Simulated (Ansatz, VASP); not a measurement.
CoO: VASP beside Ansatz

The input INCAR:

```
PREC = Accurate
ENCUT = 600
EDIFF = 1E-6
ISMEAR = 0
SIGMA = 0.1
LREAL = F
LASPH = T
NELM = 200
ALGO = Normal
ISIF = 2
LWAVE = F
LCHARG = F
ISPIN = 2
MAGMOM = 3 0
LORBIT = 11
LMAXMIX = 4
GGA = PE
NBANDS = 18
GGA_COMPAT = F
```

Contents of KPOINTS:

```
Automatic mesh
0
Gamma
  8 8 8
```

Contents of POSCAR:

```
CoO
1.0
    0.0000000000      2.1315000000      2.1315000000
    2.1315000000      0.0000000000      2.1315000000
    2.1315000000      2.1315000000      0.0000000000
Co O
1 1
Direct
    0.0000000000      0.0000000000      0.0000000000
    0.5000000000      0.5000000000      0.5000000000
```

Input for Ansatz:

```yaml
crystal:
  lattice:
    - [0.0, 2.1315, 2.1315]
    - [2.1315, 0.0, 2.1315]
    - [2.1315, 2.1315, 0.0]
  atoms:
    - { symbol: Co, position: [0.0, 0.0, 0.0], spin: 3.0 }
    - { symbol: O, position: [0.5, 0.5, 0.5] }
basis:
  ecutwfc: 420
kpoints:
  mp_grid: { grid: [8, 8, 8] }
hamiltonian:
  xc: pbe
scf:
  occupations: { method: gaussian, width: 0.1 }
output:
  forces: true
  stress: true
  eigenvalues: true
  populations: true
magnetization:
  spin_polarized: true
```

Alike in both runs: task single point; functional PBE; k mesh 8 × 8 × 8; occupations gaussian, width 0.1 eV; collinear spin.

|  | VASP | Ansatz |
| --- | --- | --- |
| version | VASP 6.6.1 | Ansatz 0.2.0 |
| potentials or method | VASP PAW PBE potentials, release 64 (Co, O), cutoff 600 eV | scalar-relativistic, plane waves, PAW |
| valence electrons in the cell | 15 | 23 |

Ansatz gave:

| Item | Value |
| --- | --- |
| gap on the k mesh at the Fermi level (eV) | none |
| pressure (GPa) | -2.1 |
| net moment per atom (μB) | 1.45 |
| size of the moment on the site where the two differ most (μB) | 2.48 |

**Question.** Which values does VASP return?

**Answer.** gap on the k mesh at the Fermi level (eV): none; pressure (GPa): -2.8; net moment per atom (μB): 1.44; size of the moment on the site where the two differ most (μB): 2.54.

Site moments also hang on the region over which each program counts them. A gap of «none» marks a metal or a gap that the smearing closes. VASP's potentials hold 15 valence electrons a cell and Ansatz's 23, so a difference there can come from the potentials and not from the codes.
